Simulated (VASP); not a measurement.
# BP (F-43m) in VASP: a series of runs

The runs below take BP through electric field gradients, with LDA.

Everything below comes from runs of VASP 6.6.1. Logs are shortened: lines on timing, memory, paths and dates and some standing lists are left out, and cuts for length are marked.

### Step 1. The cell of the first run

It takes space group F-43m (No. 216, cubic). The conventional cell has a = 4.538 Å, b = 4.538 Å, c = 4.538 Å, α = 90.00°, β = 90.00°, γ = 90.00°. Within 2.6 Å of B (site symmetry -43m) lie 4 P at 1.97 Å. P (site symmetry -43m) has 4 B at 1.97 Å within 2.6 Å.

### Step 2. Electric field gradients, LDA

The input, INCAR:

```
SYSTEM = BP
  PREC = Accurate
  ENCUT = 520
  EDIFF = 1E-8
  ISMEAR = -1
  SIGMA = 0.08
  LREAL = .FALSE.
  LASPH = .TRUE.
  NELM = 100
  ALGO = Normal
  ISIF = 2
  LWAVE = .FALSE.
  LCHARG = .FALSE.
  GGA = CA
  LEFG = .TRUE.
  NBANDS = 11
```

The input, KPOINTS:

```
regular mesh
0
G
  12 12 12
  0 0 0
```

The input, POSCAR:

```
BP
1.0
    0.0000000000      2.2690000000      2.2690000000
    2.2690000000      0.0000000000      2.2690000000
    2.2690000000      2.2690000000      0.0000000000
B P
1 1
Direct
    0.0000000000      0.0000000000      0.0000000000
    0.7500000000      0.7500000000      0.7500000000
```

Potentials or basis: VASP PAW LDA potentials, release 64 (B, P).

Launch:

```console
$ cat potpaw_LDA.64/B/POTCAR potpaw_LDA.64/P/POTCAR > POTCAR
$ mpirun -np 1 vasp_std > vasp.out
```

OUTCAR:

```text
SYSTEM = BP
   PREC = Accurate
   ENCUT = 520
   EDIFF = 1E-8
   ISMEAR = -1
   LREAL = .FALSE.
   LASPH = .TRUE.
   NELM = 100
   ISIF = 2
   GGA = CA

 ion  position               nearest neighbor table
   1  0.000  0.000  0.000-   2 1.97   2 1.97   2 1.97   2 1.97
   2  0.750  0.750  0.750-   1 1.97   1 1.97   1 1.97   1 1.97

  LATTYP: Found a face centered cubic cell.
 ALAT       =     4.5380000000

  Lattice vectors:

 A1 = (   0.0000000000,   2.2690000000,   2.2690000000)
 A2 = (   2.2690000000,   0.0000000000,   2.2690000000)
 A3 = (   2.2690000000,   2.2690000000,   0.0000000000)

Analysis of symmetry for initial positions (statically):
=====================================================================
 Subroutine PRICEL returns:
 Original cell was already a primitive cell.

 Routine SETGRP: Setting up the symmetry group for a
 face centered cubic supercell.

 Subroutine GETGRP returns: Found 24 space group operations
 (whereof 24 operations were pure point group operations)
 out of a pool of 48 trial point group operations.

The static configuration has the point symmetry T_d .

Analysis of symmetry for dynamics (positions and initial velocities):
=====================================================================
 Subroutine PRICEL returns:
 Original cell was already a primitive cell.

 Routine SETGRP: Setting up the symmetry group for a
 face centered cubic supercell.

 Subroutine GETGRP returns: Found 24 space group operations
 (whereof 24 operations were pure point group operations)
 out of a pool of 48 trial point group operations.

The dynamic configuration has the point symmetry T_d .

 Subroutine INISYM returns: Found 24 space group operations
 (whereof 24 operations are pure point group operations),
 and found     1 'primitive' translations

----------------------------------------------------------------------------------------

                                     Primitive cell

  volume of cell :      23.3633

  direct lattice vectors                    reciprocal lattice vectors
     0.000000000  2.269000000  2.269000000    -0.220361393  0.220361393  0.220361393
     2.269000000  0.000000000  2.269000000     0.220361393 -0.220361393  0.220361393
     2.269000000  2.269000000  0.000000000     0.220361393  0.220361393 -0.220361393

  length of vectors
     3.208850573  3.208850573  3.208850573     0.381677128  0.381677128  0.381677128

  position of ions in fractional coordinates (direct lattice)
     0.000000000  0.000000000  0.000000000
     0.750000000  0.750000000  0.750000000

  ion indices of the primitive-cell ions
   primitive index   ion index
                 1           1
                 2           2

----------------------------------------------------------------------------------------

 KPOINTS: regular mesh

Automatic generation of k-mesh.
 Grid dimensions read from file:
 generate k-points for:   12   12   12

 Generating k-lattice:

  Cartesian coordinates                     Fractional coordinates (reciprocal lattice)
    -0.018363449  0.018363449  0.018363449     0.083333333  0.000000000  0.000000000
     0.018363449 -0.018363449  0.018363449     0.000000000  0.083333333  0.000000000
     0.018363449  0.018363449 -0.018363449     0.000000000  0.000000000  0.083333333

  Length of vectors
     0.031806427  0.031806427  0.031806427

  Shift w.r.t. Gamma in fractional coordinates (k-lattice)
     0.000000000  0.000000000  0.000000000

 Subroutine IBZKPT returns following result:
 ===========================================

 Found     72 irreducible k-points:

 Following reciprocal coordinates:
            Coordinates               Weight
  0.000000  0.000000  0.000000      1.000000
  0.083333  0.000000  0.000000      8.000000
  0.166667  0.000000  0.000000      8.000000
  0.250000  0.000000  0.000000      8.000000
  0.333333  0.000000  0.000000      8.000000
  0.416667  0.000000  0.000000      8.000000
[... 16 lines left out ...]
  0.500000  0.166667  0.000000     24.000000
 -0.416667  0.166667  0.000000     24.000000
 [... further k-points ...]
   k-points           NKPTS =     72   k-points in BZ     NKDIM =     72   number of bands    NBANDS=     11
   number of dos      NEDOS =    301   number of ions     NIONS =      2
   total plane-waves  NPLWV =  13824
   dimension x,y,z NGX =    24 NGY =   24 NGZ =   24
   dimension x,y,z NGXF=    48 NGYF=   48 NGZF=   48
   ions per type =               1   1
   NGX,Y,Z   is equivalent  to a cutoff of  12.43, 12.43, 12.43 a.u.
   NGXF,Y,Z  is equivalent  to a cutoff of  24.87, 24.87, 24.87 a.u.
 SYSTEM =  BP
   PREC   = accura    normal or accurate (medium, high low for compatibility)
   ISTART =      0    job   : 0-new  1-cont  2-samecut
   ICHARG =      2    charge: 1-file 2-atom 10-const
   ISPIN  =      1    spin polarized calculation?
   LNONCOLLINEAR =      F non collinear calculations
   LSORBIT =      F    spin-orbit coupling
   LASPH  =      T    aspherical Exc in radial PAW
   ENCUT  =  520.0 eV  38.22 Ry    6.18 a.u.   5.97  5.97  5.97*2*pi/ulx,y,z
   NELM   =    100;   NELMIN=  2; NELMDL= -5     # of ELM steps
   EDIFF  = 0.1E-07   stopping-criterion for ELM
   LREAL  =      F    real-space projection
   EDIFFG = 0.1E-06   stopping-criterion for IOM
   NSW    =      0    number of steps for IOM
   IBRION =     -1    ionic relax: 0-MD 1-quasi-New 2-CG
   NFREE  =      0    steps in history (QN), initial steepest desc. (CG)
   ISIF   =      2    stress and relaxation
   ISYM   =      2    0-nonsym 1-usesym 2-fastsym
   POTIM  = 0.5000    time-step for ionic-motion
   TEBEG  =    0.0;   TEEND  =   0.0 temperature during run
   PSTRESS=    0.0 pullay stress
   NELECT =       8.0000    total number of electrons
   NUPDOWN=      -1.0000    fix difference up-down
   EMIN   =  10.00;   EMAX   =-10.00  energy-range for DOS
   EFERMI =   0.00;   METHOD = LEGACY
   ISMEAR =    -1;   SIGMA  =   0.08  broadening in eV -4-tet -1-fermi 0-gaus
   EFERMI_NEDOS =   21; number of points for ismear=-14 and -15
   IALGO  =     38    algorithm
   IMIX   =      4    mixing-type and parameters
     AMIX     =   0.40;   BMIX     =  1.00
     AMIX_MAG =   1.60;   BMIX_MAG =  1.00
  volume/ion in A,a.u.               =      11.68        78.83
  Fermi-wavevector in a.u.,A,eV,Ry     =   1.145320  2.164342 17.847562  1.311759
  Thomas-Fermi vector in A             =   2.282009
   LORBIT       =      0    0 simple, 1 ext, 2 COOP (PROOUT), +10 PAW based schemes
   GGA     = CA    functional components
   LHFCALC =     F    Hartree Fock is set to
   AEXX    =    0.0000 exact exchange contribution
   IVDW    =     0    specifies the selected vdW correction
   LEPSILON=     F    determine dielectric tensor
   LRPA    =     F    only Hartree local field effects (RPA)
 non-spin polarized calculation
  energy-cutoff  :      520.00
  volume of cell :       23.36
 maximum number of plane-waves:       642
   NGX = 11   NGY = 11   NGZ = 11

 number of electron       8.0000000 magnetization

 Free energy of the ion-electron system (eV)
  ---------------------------------------------------
  ext. energy  EPLUGINS =         0.00000000
  ---------------------------------------------------
  free energy    TOTEN  =       -14.38741871 eV

  energy without entropy =      -14.38741147  energy(sigma->0) =      -14.38741509

 E-fermi :   7.9800     XC(G=0): -11.0880

 val. band max:        7.4058489164   @ k =   0.0000   0.0000   0.0000
 cond. band min:       8.5900670579   @ k =   0.4167   0.4167   0.0000
 fundamental gap:      1.1842181415
 Fermi energy:         7.9799542025

 k-point     1 :       0.0000    0.0000    0.0000
  band No.  band energies     occupation
      1      -7.9843      2.00000
      2       7.4058      1.99847
      3       7.4058      1.99847
      4       7.4058      1.99847
      5      10.7844      0.00000
      6      10.7844      0.00000
      7      10.7844      0.00000
      8      14.7746      0.00000
      9      18.6626      0.00000
     10      19.5874      0.00000
     11      19.5874      0.00000

 k-point     2 :       0.0833    0.0000    0.0000
  band No.  band energies     occupation
      1      -7.8592      2.00000
      2       6.4530      2.00000
      3       7.1928      1.99989
      4       7.1929      1.99989
      5      11.0786      0.00000
      6      11.0786      0.00000
      7      11.1292      0.00000
      8      15.1333      0.00000
      9      19.0336      0.00000
     10      19.0336      0.00000
     11      19.0652      0.00000

 k-point     3 :       0.1667    0.0000    0.0000
  band No.  band energies     occupation
      1      -7.4870      2.00000
      2       4.5871      2.00000
      3       6.7436      2.00000
      4       6.7436      2.00000
      5      11.3962      0.00000
      6      11.6843      0.00000
      7      11.6843      0.00000
      8      16.0118      0.00000
      9      18.3484      0.00000
     10      18.3484      0.00000
     11      19.9019      0.00000

 k-point     4 :       0.2500    0.0000    0.0000
  band No.  band energies     occupation
      1      -6.8796      2.00000
      2       2.5845      2.00000
      3       6.2939      2.00000
      4       6.2939      2.00000
      5      11.3870      0.00000
      6      12.1378      0.00000
      7      12.1378      0.00000
      8      16.8941      0.00000
      9      18.3567      0.00000
     10      18.3567      0.00000
     11      20.2329      0.00000
[... 239 lines left out ...]
 k-point    22 :       0.4167    0.1667    0.0000
  band No.  band energies     occupation
      1      -5.3483      2.00000
      2       0.4223      2.00000
      3       4.3219      2.00000
      4       4.7614      2.00000
      5      10.5058      0.00000
      6      13.8094      0.00000
      7      14.1509      0.00000
      8      14.6825      0.00000
      9      20.2037      0.00000
     10      22.0252      0.00000
     11      22.6018      0.00000

 k-point    23 :       0.5000    0.1667    0.0000
  band No.  band energies     occupation
      1      -4.5058      2.00000
      2      -0.8984      2.00000
      3       3.8424      2.00000
      4       4.8370      2.00000
      5      10.6446      0.00000
      6      13.7262      0.00000
      7      13.8180      0.00000
      8      16.2535      0.00000
      9      19.8091      0.00000
     10      22.0079      0.00000
     11      23.3334      0.00000

 k-point    24 :      -0.4167    0.1667    0.0000
  band No.  band energies     occupation
      1      -4.3289      2.00000
      2      -1.1386      2.00000
      3       3.5197      2.00000
      4       5.0991      2.00000
      5      10.9053      0.00000
      6      13.4882      0.00000
      7      13.6689      0.00000
      8      17.6661      0.00000
      9      19.2329      0.00000
     10      20.1760      0.00000
     11      23.3574      0.00000

 [... further k-points ...]
[... 5 lines left out ...]
  --------------------------------------------------------------------------------------
  -------------------------------------------------------------------------------------
  Total       -0.7763489     -0.7763489     -0.7763489      0.0000000     -0.0000000      0.0000000
  in kB      -53.2395096    -53.2395096    -53.2395096      0.0000000     -0.0000000      0.0000000
  external PRESSURE =     -53.2395096 kB  Pullay stress =       0.0000000 kB

 VOLUME and BASIS-vectors are now :
 -----------------------------------------------------------------------------
  energy-cutoff  :      520.00
  volume of cell :       23.36
      direct lattice vectors                 reciprocal lattice vectors
     0.000000000  2.269000000  2.269000000    -0.220361393  0.220361393  0.220361393
     2.269000000  0.000000000  2.269000000     0.220361393 -0.220361393  0.220361393
     2.269000000  2.269000000  0.000000000     0.220361393  0.220361393 -0.220361393

 POSITION                                       TOTAL-FORCE (eV/Angst)
 -----------------------------------------------------------------------------------
      0.00000      0.00000      0.00000         0.000000      0.000000     -0.000000
      3.40350      3.40350      3.40350        -0.000000     -0.000000      0.000000
 -----------------------------------------------------------------------------------
    total drift:                               -0.000000     -0.000000     -0.000000

  FREE ENERGIE OF THE ION-ELECTRON SYSTEM (eV)
  ---------------------------------------------------
  free  energy   TOTEN  =       -14.3874187132 eV

  energy  without entropy=      -14.3874114719  energy(sigma->0) =      -14.38741509

 Electric field gradients (V/A^2)
---------------------------------------------------------------------
 ion       V_xx      V_yy      V_zz      V_xy      V_xz      V_yz
---------------------------------------------------------------------
   1       0.000    -0.000     0.000     0.000     0.000     0.000
   2       0.000     0.000    -0.000    -0.000    -0.000    -0.000
---------------------------------------------------------------------

 Electric field gradients after diagonalization (V/A^2)
 (convention: |V_zz| > |V_xx| > |V_yy|)
----------------------------------------------------------------------
 ion       V_xx      V_yy      V_zz     asymmetry (V_yy - V_xx)/ V_zz
----------------------------------------------------------------------
   1      -0.000    -0.000     0.000       0.000
   2       0.000     0.000    -0.000       0.000
----------------------------------------------------------------------

           NMR quadrupolar parameters

 Cq : quadrupolar parameter    Cq=e*Q*V_zz/h
 eta: asymmetry parameters     (V_yy - V_xx)/ V_zz
 Q  : nuclear electric quadrupole moment in mb (millibarn)
----------------------------------------------------------------------
 ion       Cq(MHz)       eta       Q (mb)
----------------------------------------------------------------------
   1       0.000       0.000       1.000
   2      -0.000       0.000       1.000
----------------------------------------------------------------------
```

Wall time 9.8 s (1 thread of AMD EPYC 9R45 (Zen 5), shared host); peak memory 0.1 GiB.

What came out:

| Quantity | Value |
| --- | --- |
| Free energy | -14.3874 eV |
| Pressure | -5.3 GPa |
| Band gap on the k mesh | 1.18 eV, indirect (least direct gap 3.38 eV) |

Levels at points of the mesh, in eV from the valence-band top:
| k point | band 1 | band 2 | band 3 | band 4 | band 5 | band 6 | band 7 | band 8 | band 9 |
| --- | --- | --- | --- | --- | --- | --- | --- | --- | --- |
| (0.00, 0.00, 0.00) | -15.39 | 0.00 | 0.00 | 0.00 | 3.38 | 3.38 | 3.38 | 7.37 | 11.26 |
| (0.50, 0.00, 0.00) | -12.06 | -9.01 | -1.75 | -1.75 | 3.78 | 4.68 | 4.68 | 9.92 | 14.54 |
| (0.50, 0.50, 0.00) | -10.56 | -8.49 | -4.11 | -4.11 | 1.30 | 1.55 | 12.00 | 12.00 | 14.97 |

Caveat: without QUAD_EFG the Cq values of the log hold for a quadrupole moment of 1 mb, not for the nuclei. Expect the measured gap to be larger: semilocal functionals such as LDA lack the derivative discontinuity.

(Continued in part 2 of 3.)
